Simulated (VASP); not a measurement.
# C62N (a cell with a defect) in VASP: a series of runs

Runs on C62N (a cell with a defect). Level: PBE. Tasks: single point.

All numbers are computed with VASP 6.6.1; they aren't measurements. Logs are shortened: lines on timing, memory, paths and dates and some standing lists are left out, and cuts for length are marked.

## (1) The cell of the first run

The cell holds a defect, 63 atoms: a = 7.140 Å, b = 7.140 Å, c = 7.140 Å, α = 90.00°, β = 90.00°, γ = 90.00°.

## (2) Single point, PBE

File INCAR:

```
SYSTEM = C62N
  PREC = Accurate
  ENCUT = 520
  EDIFF = 1E-6
  ISMEAR = 0
  SIGMA = 0.05
  LREAL = Auto
  LASPH = .TRUE.
  NELM = 100
  ALGO = Normal
  ISIF = 2
  LWAVE = .FALSE.
  LCHARG = .FALSE.
  GGA = PE
  NELECT = 254.0
  NBANDS = 164
```

File KPOINTS:

```
Automatic mesh
0
G
  2 2 2
  0 0 0
```

File POSCAR:

```
C62N
1.0
    7.1400000000      0.0000000000      0.0000000000
    0.0000000000      7.1400000000      0.0000000000
    0.0000000000      0.0000000000      7.1400000000
C N
62 1
Direct
    0.5001204270     -0.0001204270     -0.0001204270
    0.6257890453      0.1251916708      0.1251916708
    0.7509350321      0.2504146388      0.0009207895
    0.8772739796      0.3762340336      0.1272384802
    0.7509350321      0.0009207895      0.2504146388
    0.8772739796      0.1272384802      0.3762340336
    0.0000481136      0.0001238340      0.0001238340
    0.1253072163      0.1235982235      0.1235982235
    0.2500453332      0.2499546668     -0.0013485765
    0.3764017765      0.3746927837      0.1235982235
    0.4998761660      0.4999518864      0.0001238340
    0.6242926620      0.6246161328      0.1247135085
    0.7501154674      0.7498845326      0.0001862220
    0.8753838672      0.8757073380      0.1247135085
    0.2500453332     -0.0013485765      0.2499546668
    0.3764017765      0.1235982235      0.3746927837
    0.5013485765      0.2499546668      0.2499546668
    0.6262369602      0.3755706584      0.3755706584
    0.7526286036      0.5013933143      0.2531536842
    0.8658858756      0.6341141244      0.3693342074
    0.4998761660      0.0001238340      0.4999518864
    0.6242926620      0.1247135085      0.6246161328
    0.7526286036      0.2531536842      0.5013933143
    0.8658858756      0.3693342074      0.6341141244
    0.7501154674      0.0001862220      0.7498845326
    0.8753838672      0.1247135085      0.8757073380
   -0.0000905569      0.5000905569     -0.0000073099
    0.1237659664      0.6227260204      0.1272384802
    0.2495853612      0.7490649679      0.0009207895
    0.3748083292      0.8742109547      0.1251916708
    0.0058869711      0.2502817608      0.2502817608
    0.2497182392      0.4941130289      0.2502817608
    0.3727615198      0.6227260204      0.3762340336
    0.4990792105      0.7490649679      0.2504146388
    0.6237857272      0.8762142728      0.3760054700
   -0.0000905569     -0.0000073099      0.5000905569
    0.1237659664      0.1272384802      0.6227260204
    0.2497182392      0.2502817608      0.4941130289
    0.3727615198      0.3762340336      0.6227260204
    0.5000073099      0.5000905569      0.5000905569
    0.6250936691      0.6250317917      0.6250317917
    0.7505897024      0.7494102976      0.4992015641
    0.8749682083      0.8749063309      0.6250317917
    0.2495853612      0.0009207895      0.7490649679
    0.3748083292      0.1251916708      0.8742109547
    0.4990792105      0.2504146388      0.7490649679
    0.6237857272      0.3760054700      0.8762142728
    0.7505897024      0.4992015641      0.7494102976
    0.8749682083      0.6250317917      0.8749063309
   -0.0013933143      0.7473713964      0.2531536842
    0.1244293416      0.8737630398      0.3755706584
    0.1306657926      0.6341141244      0.6341141244
    0.2468463158      0.7473713964      0.5013933143
    0.3752864915      0.8757073380      0.6246161328
   -0.0013933143      0.2531536842      0.7473713964
    0.1244293416      0.3755706584      0.8737630398
    0.2468463158      0.5013933143      0.7473713964
    0.3752864915      0.6246161328      0.8757073380
    0.4998137780      0.7498845326      0.7498845326
    0.6250023026      0.8749976974      0.8749976974
    0.0007984359      0.7494102976      0.7494102976
    0.1239945300      0.8762142728      0.8762142728
    0.1359282615      0.3640717385      0.3640717385
```

Potentials or basis: VASP PAW PBE potentials, release 64 (C, N).

Run with:

```bash
cat potpaw_PBE.64/C/POTCAR potpaw_PBE.64/N/POTCAR > POTCAR
mpirun -np 1 vasp_std > vasp.out
```

OUTCAR:

```text
SYSTEM = C62N
   PREC = Accurate
   ENCUT = 520
   EDIFF = 1E-6
   ISMEAR = 0
   LREAL = Auto
   LASPH = .TRUE.
   NELM = 100
   ISIF = 2
   GGA = PE
   NELECT = 254.0

 ion  position               nearest neighbor table
   1  0.500  1.000  1.000-  60 1.54  30 1.55  45 1.55   2 1.55
   2  0.626  0.125  0.125-  17 1.54   5 1.54   3 1.54   1 1.55
   3  0.751  0.250  0.001-   2 1.54  26 1.55  47 1.56   4 1.56
   4  0.877  0.376  0.127-  27 1.54  19 1.55  31 1.56   3 1.56
   5  0.751  0.001  0.250-   2 1.54  14 1.55  35 1.56   6 1.56
   6  0.877  0.127  0.376-  36 1.54  23 1.55  31 1.56   5 1.56
[... 43 lines left out ...]
  50  0.999  0.747  0.253-  20 1.50  51 1.54  28 1.55  14 1.57
  51  0.124  0.874  0.376-  50 1.54  53 1.54  36 1.55  15 1.55
  52  0.131  0.634  0.634-  61 1.49  57 1.50  53 1.50
  53  0.247  0.747  0.501-  52 1.50  51 1.54  33 1.55  54 1.57
  54  0.375  0.876  0.625-  21 1.54  44 1.55  59 1.55  53 1.57
  55  0.999  0.253  0.747-  24 1.50  56 1.54  37 1.55  26 1.57
  56  0.124  0.376  0.874-  55 1.54  57 1.54  27 1.55   9 1.55
  57  0.247  0.501  0.747-  52 1.50  56 1.54  39 1.55  58 1.57
  58  0.375  0.625  0.876-  11 1.54  29 1.55  59 1.55  57 1.57
  59  0.500  0.750  0.750-  41 1.55  60 1.55  58 1.55  54 1.55
  60  0.625  0.875  0.875-   1 1.54  13 1.55  25 1.55  59 1.55
  61  0.001  0.749  0.749-  52 1.49  49 1.55  43 1.55  62 1.55
  62  0.124  0.876  0.876-   7 1.53  61 1.55  44 1.56  29 1.56
  63  0.136  0.364  0.364-  31 1.48  32 1.48  38 1.48

  LATTYP: Found a simple cubic cell.
 ALAT       =     7.1400000000

  Lattice vectors:

 A1 = (   7.1400000000,   0.0000000000,   0.0000000000)
 A2 = (   0.0000000000,   7.1400000000,   0.0000000000)
 A3 = (   0.0000000000,   0.0000000000,   7.1400000000)

Analysis of symmetry for initial positions (statically):
=====================================================================
 Subroutine PRICEL returns:
 Original cell was already a primitive cell.

 Routine SETGRP: Setting up the symmetry group for a
 simple cubic supercell.

 Subroutine GETGRP returns: Found  6 space group operations
 (whereof  2 operations were pure point group operations)
 out of a pool of 48 trial point group operations.

The static configuration has the point symmetry C_1h.
 The point group associated with its full space group is C_3v.

Analysis of symmetry for dynamics (positions and initial velocities):
=====================================================================
 Subroutine PRICEL returns:
 Original cell was already a primitive cell.

 Routine SETGRP: Setting up the symmetry group for a
 simple cubic supercell.

 Subroutine GETGRP returns: Found  6 space group operations
[... 213 lines left out ...]
   POTIM  = 0.5000    time-step for ionic-motion
   TEBEG  =    0.0;   TEEND  =   0.0 temperature during run
   PSTRESS=    0.0 pullay stress
   NELECT =     254.0000    total number of electrons
   NUPDOWN=      -1.0000    fix difference up-down
   EMIN   =  10.00;   EMAX   =-10.00  energy-range for DOS
   EFERMI =   0.00;   METHOD = LEGACY
   ISMEAR =     0;   SIGMA  =   0.05  broadening in eV -4-tet -1-fermi 0-gaus
   EFERMI_NEDOS =   21; number of points for ismear=-14 and -15
   IALGO  =     38    algorithm
   IMIX   =      4    mixing-type and parameters
     AMIX     =   0.40;   BMIX     =  1.00
     AMIX_MAG =   1.60;   BMIX_MAG =  1.00
  volume/ion in A,a.u.               =       5.78        38.99
  Fermi-wavevector in a.u.,A,eV,Ry     =   1.452071  2.744016 28.688024  2.108510
  Thomas-Fermi vector in A             =   2.569495
   LORBIT       =      0    0 simple, 1 ext, 2 COOP (PROOUT), +10 PAW based schemes
   GGA     = PE    functional components
   LHFCALC =     F    Hartree Fock is set to
   AEXX    =    0.0000 exact exchange contribution
   IVDW    =     0    specifies the selected vdW correction
   LEPSILON=     F    determine dielectric tensor
   LRPA    =     F    only Hartree local field effects (RPA)
 non-spin polarized calculation
 Gauss-broadening in eV      SIGMA  =   0.05
  energy-cutoff  :      520.00
  volume of cell :      363.99
 maximum number of plane-waves:      9808
 NGX is ok and might be reduce to    54
   NGX = 27   NGY = 27   NGZ = 27

 number of electron     253.9999996 magnetization

 Free energy of the ion-electron system (eV)
  ---------------------------------------------------
  ext. energy  EPLUGINS =         0.00000000
  ---------------------------------------------------
  free energy    TOTEN  =      -554.77537947 eV

  energy without entropy =     -554.76163407  energy(sigma->0) =     -554.76850677

 E-fermi :  11.5936     XC(G=0): -13.1698

 val. band max:       11.5845410527   @ k =   0.5000   0.0000   0.0000
 cond. band min:      11.6484116598   @ k =   0.5000   0.5000   0.0000
 fundamental gap:      0.0638706071
 Fermi energy:        11.5936458152

 k-point     1 :       0.0000    0.0000    0.0000
  band No.  band energies     occupation
      1     -12.1315      2.00000
      2     -10.5541      2.00000
      3      -9.8356      2.00000
      4      -9.8356      2.00000
      5      -9.7238      2.00000
      6      -9.7238      2.00000
[... 557 lines left out ...]
    138      15.3998      0.00000
    139      15.3998      0.00000
 [bands above 139 left out]

------------------------ aborting loop because EDIFF is reached ----------------------------------------

  FORCE on cell =-STRESS in cart. coord.  units (eV):
  Direction    XX          YY          ZZ          XY          YZ          ZX
  --------------------------------------------------------------------------------------
  -------------------------------------------------------------------------------------
  Total       16.7304437     16.7304437     16.7304437     -3.7327070      3.7327070     -3.7327070
  in kB       73.6416322     73.6416322     73.6416322    -16.4300863     16.4300863    -16.4300863
  external PRESSURE =      73.6416322 kB  Pullay stress =       0.0000000 kB

 VOLUME and BASIS-vectors are now :
 -----------------------------------------------------------------------------
  energy-cutoff  :      520.00
  volume of cell :      363.99
      direct lattice vectors                 reciprocal lattice vectors
     7.140000000  0.000000000  0.000000000     0.140056022  0.000000000  0.000000000
     0.000000000  7.140000000  0.000000000     0.000000000  0.140056022  0.000000000
     0.000000000  0.000000000  7.140000000     0.000000000  0.000000000  0.140056022

 POSITION                                       TOTAL-FORCE (eV/Angst)
 -----------------------------------------------------------------------------------
      3.57086      7.13914      7.13914         0.002036     -0.002036     -0.002036
      4.46813      0.89387      0.89387        -0.004299      0.015272      0.015272
      5.36168      1.78796      0.00657         0.028804      0.020172     -0.003805
      6.26374      2.68631      0.90848         0.000562      0.002749     -0.006622
      5.36168      0.00657      1.78796         0.028804     -0.003805      0.020172
      6.26374      0.90848      2.68631         0.000562     -0.006622      0.002749
[... 55 lines left out ...]
      0.88532      6.25617      6.25617        -0.005193     -0.017621     -0.017621
      0.97053      2.59947      2.59947        -0.000824      0.000824      0.000824
 -----------------------------------------------------------------------------------
    total drift:                                0.015742     -0.015741     -0.015741

  FREE ENERGIE OF THE ION-ELECTRON SYSTEM (eV)
  ---------------------------------------------------
  free  energy   TOTEN  =      -554.7753794699 eV

  energy  without entropy=     -554.7616340651  energy(sigma->0) =     -554.76850677
```

Run time: 8.4 min. Hardware: 1 thread of AMD EPYC 7R43 (Zen 3), shared host; peak memory 0.45 GiB.

What came out:

| Item | Value |
| --- | --- |
| Free energy | -554.7754 eV |
| Largest force | 0.059 eV/Å |

Forces in eV/Å, atoms in the order of the input:
```
C    0.002 -0.002 -0.002
C   -0.004  0.015  0.015
C    0.029  0.020 -0.004
C    0.001  0.003 -0.007
C    0.029 -0.004  0.020
C    0.001 -0.007  0.003
C   -0.002  0.004  0.004
C   -0.005  0.004  0.004
C   -0.010  0.010  0.005
C   -0.004  0.005  0.004
C   -0.004  0.002  0.004
C    0.007 -0.004  0.008
C    0.019 -0.019  0.007
C    0.004 -0.007  0.008
C   -0.010  0.005  0.010
C   -0.004  0.004  0.005
C   -0.005  0.010  0.010
C    0.004  0.007  0.007
C   -0.012 -0.004  0.002
C    0.039 -0.039  0.020
C   -0.004  0.004  0.002
C    0.007  0.008 -0.004
C   -0.012  0.002 -0.004
C    0.039  0.020 -0.039
C    0.019  0.007 -0.019
C    0.004  0.008 -0.007
C    0.000  0.000  0.006
C   -0.003 -0.001 -0.007
C   -0.020 -0.029 -0.004
C   -0.015  0.004  0.015
C   -0.009  0.016  0.016
C   -0.016  0.009  0.016
C    0.007 -0.001  0.003
C    0.004 -0.029  0.020
C    0.018 -0.018  0.005
C    0.000  0.006  0.000
C   -0.003 -0.007 -0.001
C   -0.016  0.016  0.009
C    0.007  0.003 -0.001
C   -0.006  0.000  0.000
C    0.011 -0.014 -0.014
C   -0.011  0.011  0.017
C    0.014 -0.011 -0.014
C   -0.020 -0.004 -0.029
C   -0.015  0.015  0.004
C    0.004  0.020 -0.029
C    0.018  0.005 -0.018
C   -0.011  0.017  0.011
C    0.014 -0.014 -0.011
C    0.004  0.012  0.002
C   -0.007 -0.004  0.007
C   -0.020 -0.039 -0.039
C   -0.002  0.012 -0.004
C   -0.008 -0.007 -0.004
C    0.004  0.002  0.012
C   -0.007  0.007 -0.004
C   -0.002 -0.004  0.012
C   -0.008 -0.004 -0.007
C   -0.007 -0.019 -0.019
C    0.001 -0.001 -0.001
C   -0.017  0.011  0.011
C   -0.005 -0.018 -0.018
N   -0.001  0.001  0.001
```

Caveat: the k points lie up to 0.44 Å⁻¹ apart; the cell carries a net charge on a neutralising background, which shifts energy and pressure; the cell is charged against a uniform background, so pressure and absolute levels hang on convention.

## (3) Single point, PBE

File INCAR:

```
  ALGO = Normal
  EDIFF = 1E-7
  ENCUT = 520
  GGA = PE
  ISIF = 2
  ISMEAR = 0
  LASPH = True
  LCHARG = False
  LREAL = Auto
  LWAVE = False
  NBANDS = 164
  NELECT = 254.0
  NELM = 60
  PREC = Accurate
  SIGMA = 0.05
```

File KPOINTS:

```
k-points
0
Gamma
  2 2 2
```

File POSCAR:

```
C62N
1.0
    7.1400000000      0.0000000000      0.0000000000
    0.0000000000      7.1400000000      0.0000000000
    0.0000000000      0.0000000000      7.1400000000
C N
62 1
Direct
    0.5001204482     -0.0001204482     -0.0001204482
    0.6257890756      0.1251917367      0.1251917367
    0.7509350140      0.2504147059      0.0009207283
    0.8772739496      0.3762340336      0.1272385154
    0.7509350140      0.0009207283      0.2504147059
    0.8772739496      0.1272385154      0.3762340336
    0.0000481793      0.0001238095      0.0001238095
    0.1253072829      0.1235981793      0.1235981793
    0.2500453782      0.2499546218     -0.0013485994
    0.3764018207      0.3746927171      0.1235981793
    0.4998761905      0.4999518207      0.0001238095
    0.6242927171      0.6246161064      0.1247134454
    0.7501154062      0.7498845938      0.0001862745
    0.8753838936      0.8757072829      0.1247134454
    0.2500453782     -0.0013485994      0.2499546218
    0.3764018207      0.1235981793      0.3746927171
    0.5013485994      0.2499546218      0.2499546218
    0.6262369748      0.3755707283      0.3755707283
    0.7526285714      0.5013932773      0.2531536415
    0.8658858543      0.6341141457      0.3693341737
    0.4998761905      0.0001238095      0.4999518207
    0.6242927171      0.1247134454      0.6246161064
    0.7526285714      0.2531536415      0.5013932773
    0.8658858543      0.3693341737      0.6341141457
    0.7501154062      0.0001862745      0.7498845938
    0.8753838936      0.1247134454      0.8757072829
   -0.0000906162      0.5000906162     -0.0000072829
    0.1237659664      0.6227260504      0.1272385154
    0.2495852941      0.7490649860      0.0009207283
    0.3748082633      0.8742109244      0.1251917367
    0.0058869748      0.2502817927      0.2502817927
    0.2497182073      0.4941130252      0.2502817927
    0.3727614846      0.6227260504      0.3762340336
    0.4990792717      0.7490649860      0.2504147059
    0.6237857143      0.8762142857      0.3760054622
   -0.0000906162     -0.0000072829      0.5000906162
    0.1237659664      0.1272385154      0.6227260504
    0.2497182073      0.2502817927      0.4941130252
    0.3727614846      0.3762340336      0.6227260504
    0.5000072829      0.5000906162      0.5000906162
    0.6250936975      0.6250317927      0.6250317927
    0.7505896359      0.7494103641      0.4992015406
    0.8749682073      0.8749063025      0.6250317927
    0.2495852941      0.0009207283      0.7490649860
    0.3748082633      0.1251917367      0.8742109244
    0.4990792717      0.2504147059      0.7490649860
    0.6237857143      0.3760054622      0.8762142857
    0.7505896359      0.4992015406      0.7494103641
    0.8749682073      0.6250317927      0.8749063025
   -0.0013932773      0.7473714286      0.2531536415
    0.1244292717      0.8737630252      0.3755707283
    0.1306658263      0.6341141457      0.6341141457
    0.2468463585      0.7473714286      0.5013932773
    0.3752865546      0.8757072829      0.6246161064
   -0.0013932773      0.2531536415      0.7473714286
    0.1244292717      0.3755707283      0.8737630252
    0.2468463585      0.5013932773      0.7473714286
    0.3752865546      0.6246161064      0.8757072829
    0.4998137255      0.7498845938      0.7498845938
    0.6250022409      0.8749977591      0.8749977591
    0.0007984594      0.7494103641      0.7494103641
    0.1239945378      0.8762142857      0.8762142857
    0.1359282913      0.3640717087      0.3640717087
```

Potentials or basis: VASP PAW PBE potentials, release 64 (C, N).

Run with:

```bash
cat potpaw_PBE.64/C/POTCAR potpaw_PBE.64/N/POTCAR > POTCAR
mpirun -np 1 vasp_std > vasp.out
```

Run time: 7.9 min. Hardware: 1 thread of AMD EPYC 7R43 (Zen 3), shared host; peak memory 0.45 GiB.

Results (log left out):

```
Free energy   : -554.7754 eV
Largest force : 0.059 eV/Å
```

Forces on the atoms (eV/Å):
```
C    0.002 -0.002 -0.002
C   -0.004  0.015  0.015
C    0.029  0.020 -0.004
C    0.001  0.003 -0.007
C    0.029 -0.004  0.020
C    0.001 -0.007  0.003
C   -0.002  0.004  0.004
C   -0.005  0.004  0.004
C   -0.010  0.010  0.005
C   -0.004  0.005  0.004
C   -0.004  0.002  0.004
C    0.007 -0.004  0.008
C    0.018 -0.018  0.007
C    0.004 -0.007  0.008
C   -0.010  0.005  0.010
C   -0.004  0.004  0.005
C   -0.005  0.010  0.010
C    0.004  0.007  0.007
C   -0.012 -0.004  0.002
C    0.039 -0.039  0.020
C   -0.004  0.004  0.002
C    0.007  0.008 -0.004
C   -0.012  0.002 -0.004
C    0.039  0.020 -0.039
C    0.018  0.007 -0.018
C    0.004  0.008 -0.007
C    0.000  0.000  0.006
C   -0.003 -0.001 -0.007
C   -0.020 -0.029 -0.004
C   -0.015  0.004  0.015
C   -0.009  0.016  0.016
C   -0.016  0.009  0.016
C    0.007 -0.001  0.003
C    0.004 -0.029  0.020
C    0.018 -0.018  0.005
C    0.000  0.006  0.000
C   -0.003 -0.007 -0.001
C   -0.016  0.016  0.009
C    0.007  0.003 -0.001
C   -0.006  0.000  0.000
C    0.011 -0.014 -0.014
C   -0.011  0.011  0.017
C    0.014 -0.011 -0.014
C   -0.020 -0.004 -0.029
C   -0.015  0.015  0.004
C    0.004  0.020 -0.029
C    0.018  0.005 -0.018
C   -0.011  0.017  0.011
C    0.014 -0.014 -0.011
C    0.004  0.012  0.002
C   -0.007 -0.004  0.007
C   -0.020 -0.039 -0.039
C   -0.002  0.012 -0.004
C   -0.008 -0.007 -0.004
C    0.004  0.002  0.012
C   -0.007  0.007 -0.004
C   -0.002 -0.004  0.012
C   -0.008 -0.004 -0.007
C   -0.007 -0.018 -0.018
C    0.001 -0.001 -0.001
C   -0.017  0.011  0.011
C   -0.005 -0.018 -0.018
N    0.000  0.000  0.000
```

Levels at points of the mesh, in eV from the Fermi level:
| k point | band 123 | band 124 | band 125 | band 126 | band 127 | band 128 | band 129 | band 130 |
| --- | --- | --- | --- | --- | --- | --- | --- | --- |
| (0.00, 0.00, 0.00) | -2.90 | -2.69 | -2.69 | -1.27 | 0.17 | 0.17 | 2.13 | 2.16 |
| (0.50, 0.00, 0.00) | -3.98 | -3.95 | -3.14 | -1.64 | -0.25 | -0.01 | 1.97 | 2.07 |
| (0.50, 0.50, 0.00) | -3.35 | -3.05 | -2.99 | -1.64 | -0.26 | 0.05 | 3.24 | 3.44 |
| (0.50, 0.50, 0.50) | -3.92 | -3.92 | -3.91 | -1.48 | 0.09 | 0.09 | 3.15 | 3.65 |

Caveat: the k points lie up to 0.44 Å⁻¹ apart; the cell carries a net charge on a neutralising background, which shifts energy and pressure; the cell is charged against a uniform background, so pressure and absolute levels hang on convention.

(Part 1 of 2 ends here.)
